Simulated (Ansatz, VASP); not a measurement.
**AlRu: VASP beside Ansatz**

File INCAR:

```
PREC = Accurate
ENCUT = 520
EDIFF = 1E-7
ISMEAR = 0
SIGMA = 0.15
LREAL = F
LASPH = T
NELM = 80
ALGO = Fast
ISIF = 2
LWAVE = F
LCHARG = T
GGA = PE
LELF = T
LVHAR = T
NBANDS = 16
```

Contents of KPOINTS:

```
regular mesh
0
Gamma
  16 16 16
```

POSCAR

```
AlRu
1.0
    3.0364740000      0.0000000000      0.0000000000
    0.0000000000      3.0364740000      0.0000000000
    0.0000000000      0.0000000000      3.0813480000
Al Ru
1 1
Direct
    0.0000000000      0.0000000000      0.0000000000
    0.5000000000      0.5000000000      0.5000000000
```

Input for Ansatz:

```yaml
crystal:
  lattice:
    - [3.036474, 0.0, 0.0]
    - [0.0, 3.036474, 0.0]
    - [0.0, 0.0, 3.081348]
  atoms:
    - { symbol: Al, position: [0.0, 0.0, 0.0] }
    - { symbol: Ru, position: [0.5, 0.5, 0.5] }
basis:
  ecutwfc: 420
kpoints:
  mp_grid: { grid: [16, 16, 16] }
hamiltonian:
  xc: pbe
scf:
  occupations: { method: gaussian, width: 0.15 }
output:
  forces: true
  stress: true
  eigenvalues: true
```

Change from the starting cell: strain +0.015 along x and y, +0.030 along z, atoms carried along.

Alike in both runs: task single point; functional PBE; k mesh 16 × 16 × 16; occupations gaussian, width 0.15 eV; no spin polarisation.

|  | VASP | Ansatz |
| --- | --- | --- |
| version | VASP 6.6.1 | Ansatz 0.2.0 |
| potentials or method | VASP PAW PBE potentials, release 64 (Al, Ru_pv), cutoff 520 eV | scalar-relativistic, plane waves, PAW |
| valence electrons in the cell | 17 | 19 |

|  | VASP | Ansatz | Ansatz less VASP |
| --- | --- | --- | --- |
| gap on the k mesh at the Fermi level (eV) | none | none | - |
| pressure (GPa) | -8.6 | -8.6 | +0.06 |
| traceless stress, the component that is largest in VASP (GPa) | -1.41 | -1.41 | 0.000 |

A gap of «none» marks a metal or a gap that the smearing closes. VASP's potentials hold 17 valence electrons a cell and Ansatz's 19, so a difference there can come from the potentials and not from the codes.
